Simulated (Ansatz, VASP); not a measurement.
## Os in VASP and in Ansatz

File INCAR:

```
ALGO = Normal
EDIFF = 1E-6
ENCUT = 600
GGA = PE
GGA_COMPAT = F
ISIF = 2
ISMEAR = 0
LASPH = T
LCHARG = F
LREAL = F
LWAVE = F
NBANDS = 15
NELM = 120
PREC = Accurate
SIGMA = 0.018000000000000002
```

KPOINTS

```
k-points
0
Gamma
  11 11 6
```

The input POSCAR:

```
Os
1.0
    2.7341000000      0.0000000000      0.0000000000
   -1.3670500000      2.3678000565      0.0000000000
    0.0000000000      0.0000000000      4.3197000000
Os
2
Direct
    0.6666666667      0.3333333333      0.7500000000
    0.3333333333      0.6666666667      0.2500000000
```

Contents of input.yaml:

```yaml
crystal:
  lattice:
    - [2.7341, 0.0, 0.0]
    - [-1.36705, 2.3678000565, 0.0]
    - [0.0, 0.0, 4.3197]
  atoms:
    - { symbol: Os, position: [0.6666666667, 0.3333333333, 0.75] }
    - { symbol: Os, position: [0.3333333333, 0.6666666667, 0.25] }
kpoints:
  mp_grid: { grid: [11, 11, 6] }
scf:
  occupations: { method: gaussian, width: 0.018 }
hamiltonian:
  xc: pbe
  pseudopotentials: { kind: all_electron, lapw: { basis_error: 0.001 } }
output:
  forces: true
  stress: true
  eigenvalues: true
```

Alike in both runs: task single point; functional PBE; k mesh 11 × 11 × 6; occupations gaussian, width 0.018 eV; no spin polarisation.

|  | VASP | Ansatz |
| --- | --- | --- |
| version | VASP 6.6.1 | Ansatz 0.2.0 |
| potentials or method | VASP PAW PBE potentials, release 64 (Os), cutoff 600 eV | all-electron LAPW, scalar-relativistic |

```csv
,VASP,Ansatz,Ansatz less VASP
gap on the k mesh at the Fermi level (eV),none,none,-
pressure (GPa),8.9,8.7,-0.20
"traceless stress, the component that is largest in VASP (GPa)",0.20,0.23,+0.034
```

A gap of «none» marks a metal or a gap that the smearing closes. Ansatz ran all-electron here, and VASP with PAW potentials.

Neither program's run includes spin-orbit coupling.
